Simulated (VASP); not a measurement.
Ti: relaxation of cell and atoms with PBE

Ti:

```xyz
3
Lattice="3.6148 0.0000 0.0000 -1.8074 3.1305 0.0000 0.0000 0.0000 1.9218" Properties=species:S:1:pos:R:3 pbc="T T T"
Ti    0.0000    0.0000    0.0000
Ti    0.0000    2.0870    0.9609
Ti    1.8074    1.0435    0.9609
```

This isn't the form of Ti at room conditions, which is hcp.

| Property | Result |
| --- | --- |
| Program | VASP 6.6.1 |
| Task | relaxation of cell and atoms |
| Functional | PBE |
| Potentials or basis | VASP PAW PBE potentials, release 64 (Ti_sv) |
| Cutoff | 600 eV |
| k mesh | 11 × 11 × 15 |
| Occupations | fermi-dirac, width 0.05 eV |
| Spin | no spin polarisation |
| Target pressure | 350 GPa |
| Dipole correction | no |
| Further INCAR settings | ALGO = Normal; EDIFF = 1e-06; IBRION = 2; EDIFFG = -0.005; NSW = 32; ISIF = 3 |

```json
{
 "Relaxed volume": "7.36 Å³/atom",
 "Relaxed cell": "a = 3.590 Å, b = 3.590 Å, c = 1.978 Å, α = 90.00°, β = 90.00°, γ = 120.00°",
 "Space group after relaxing (to 0.1 Å)": "P6/mmm (No. 191)",
 "Energy change on relaxing (the run minimises the enthalpy)": "-261.5 meV/atom",
 "Ionic steps": "11",
 "Pressure after relaxing": "350.0 GPa",
 "Band gap on the k mesh": "zero (bands 18 and 19 overlap by 2.73 eV)"
}
```

Stress tensor (GPa, compression positive):
```
349.91   0.00   0.00
  0.00 349.91   0.00
  0.00   0.00 350.07
```

The path:
```csv
step,energy change (eV),largest force (eV/Å),pressure (GPa),volume (Å³)
1,0.0000,0.0000,367.26,21.75
2,-4.9904,0.0000,269.74,24.27
3,-1.1657,0.0000,341.95,22.26
4,-1.0557,0.0000,344.30,22.21
5,-0.3792,0.0000,357.95,21.90
6,-0.6803,0.0000,352.07,22.03
7,-1.0973,0.0000,343.75,22.23
8,-0.7899,0.0000,349.89,22.08
9,-0.7877,0.0000,349.89,22.08
10,-0.7341,0.0000,351.05,22.06
11,-0.7845,0.0000,349.97,22.08
```

Final structure:
```xyz
3
Lattice="3.5904 0.0000 0.0000 -1.7952 3.1094 0.0000 0.0000 0.0000 1.9779" Properties=species:S:1:pos:R:3 pbc="T T T"
Ti    0.0000    0.0000    0.0000
Ti    0.0000    2.0729    0.9889
Ti    1.7952    1.0365    0.9889
```

Levels at points of the mesh, in eV from the Fermi level:
| k point | band 16 | band 17 | band 18 | band 19 | band 20 | band 21 |
| --- | --- | --- | --- | --- | --- | --- |
| (0.00, 0.00, 0.00) | -0.60 | -0.09 | -0.09 | 0.06 | 0.06 | 1.33 |

It took 5 min on 1 thread of Intel(R) Xeon(R) 6975P-C (Granite Rapids), on a shared host, peak memory 0.19 GiB.

Caveat: the cell is relaxed towards a set pressure, so the run minimises the enthalpy, not the energy; atoms lie so close that the PAW spheres overlap strongly, which falsifies energies and pressures.
